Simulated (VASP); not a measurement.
Input of a VASP 6.6.1 run:

INCAR

```
PREC = Accurate
ENCUT = 520
EDIFF = 1E-6
ISMEAR = 0
SIGMA = 0.2
LREAL = F
LASPH = T
NELM = 100
ALGO = Fast
ISIF = 2
LWAVE = F
LCHARG = T
GGA = PE
LELF = T
LVHAR = T
NBANDS = 69
```

File KPOINTS:

```
regular mesh
0
Gamma
  4 4 4
```

File POSCAR:

```
Sc4Mo
1.0
    3.2084496798     -3.1047356916      2.9825783435
    3.2067347567      3.1055636572     -2.9823524459
   -0.0015540226      6.2086240778      5.9655454438
Sc Mo
8 2
Direct
    0.3603364196      0.3315126749      0.2087589573
    0.8603593312      0.8313929366      0.7086278534
    0.8629330988      0.4451373196      1.0141961778
    0.3630435270     -0.0547424861      0.5145965087
    0.4453801381      0.8629432276     -0.0144818075
    0.9453301605      0.3632342138      0.4854832488
    0.8315174493      0.8601242375      0.2913967986
    0.3310772559      0.3606357197      0.7912467915
    0.4998337255      0.4999476371      0.5000529060
    0.0001888942     -0.0001854805      0.0001225653
```

Potentials or basis: VASP PAW PBE potentials, release 64 (Sc_sv, Mo_sv).

Command:

```bash
$ cat potpaw_PBE.64/Sc_sv/POTCAR potpaw_PBE.64/Mo_sv/POTCAR > POTCAR
$ mpirun -np 1 vasp_std > vasp.out
```

Q: What does it give for the pressure?

A: 0.1 GPa.

Q: Estimate the band gap on the k mesh.

A: Zero (bands 58 and 59 overlap by 0.23 eV).

Q: Estimate the largest force.

A: 0.017 eV/Å.

Forces in eV/Å, atoms in the order of the input:
```
Sc   0.000 -0.007 -0.004
Sc   0.002  0.000 -0.001
Sc  -0.005  0.011 -0.006
Sc   0.001  0.007 -0.009
Sc   0.002 -0.006  0.007
Sc  -0.010 -0.010  0.009
Sc   0.002  0.006 -0.001
Sc  -0.003  0.004  0.008
Mo   0.006 -0.003  0.002
Mo   0.004 -0.001 -0.004
```
